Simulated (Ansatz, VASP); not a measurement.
This is a calculation of CdS for VASP 6.6.1.

Contents of INCAR:

```
SYSTEM = CdS
  ALGO = Normal
  EDIFF = 1E-7
  ENCUT = 520
  ISIF = 2
  ISMEAR = -1
  LASPH = .TRUE.
  LCHARG = .FALSE.
  LREAL = .FALSE.
  LWAVE = .FALSE.
  NBANDS = 16
  NELM = 100
  PREC = Accurate
  SIGMA = 0.05
```

Contents of KPOINTS:

```
k-points
0
G
  8 8 8
  0 0 0
```

POSCAR

```
CdS
1.0
    0.0000000000      2.8569628861      2.8569628861
    2.8569628861      0.0000000000      2.8569628861
    2.8569628861      2.8569628861      0.0000000000
Cd S
1 1
Direct
    0.0000000000      0.0000000000      0.0000000000
    0.7500000000      0.7500000000      0.7500000000
```

Potentials or basis: VASP PAW LDA potentials, release 64 (Cd, S).

Launch:

```sh
$ cat potpaw_LDA.64/Cd/POTCAR potpaw_LDA.64/S/POTCAR > POTCAR
$ mpirun -np 1 vasp_std > vasp.out
```

Problem. Translate it to Ansatz 0.2.0. Potentials there: all-electron LAPW, scalar-relativistic.

Solution. As run (the cutoff follows the program's own potentials):

The input input.yaml:

```yaml
crystal:
  lattice:
    - [0.0, 2.8569628861, 2.8569628861]
    - [2.8569628861, 0.0, 2.8569628861]
    - [2.8569628861, 2.8569628861, 0.0]
  atoms:
    - { symbol: Cd, position: [0.0, 0.0, 0.0] }
    - { symbol: S, position: [0.75, 0.75, 0.75] }
kpoints:
  mp_grid: { grid: [8, 8, 8] }
scf:
  occupations: { method: fermi_dirac, width: 0.05 }
hamiltonian:
  xc: lda
  pseudopotentials: { kind: all_electron, lapw: { basis_error: 0.001 } }
output:
  forces: true
  stress: true
  eigenvalues: true
```

Potentials or basis: all-electron LAPW, scalar-relativistic.

The run is started by

```sh
$ ansatz run input.yaml --threads 1 --pin off --max-ram 3072MiB --backend cpu --events-out ev --progress --plain --runs-dir out
```

Both were run:

|  | VASP | Ansatz | Ansatz less VASP |
| --- | --- | --- | --- |
| gap on the k mesh at the Fermi level (eV) | 1.02 | 0.99 | -0.034 |
| least direct gap on the mesh (eV) | 1.02 | 0.99 | -0.034 |
| pressure (GPa) | 2.2 | 1.6 | -0.58 |

LDA's correlation is that of Perdew and Zunger in VASP and of Perdew and Wang (1992) in Ansatz. Ansatz ran all-electron here, and VASP with PAW potentials.
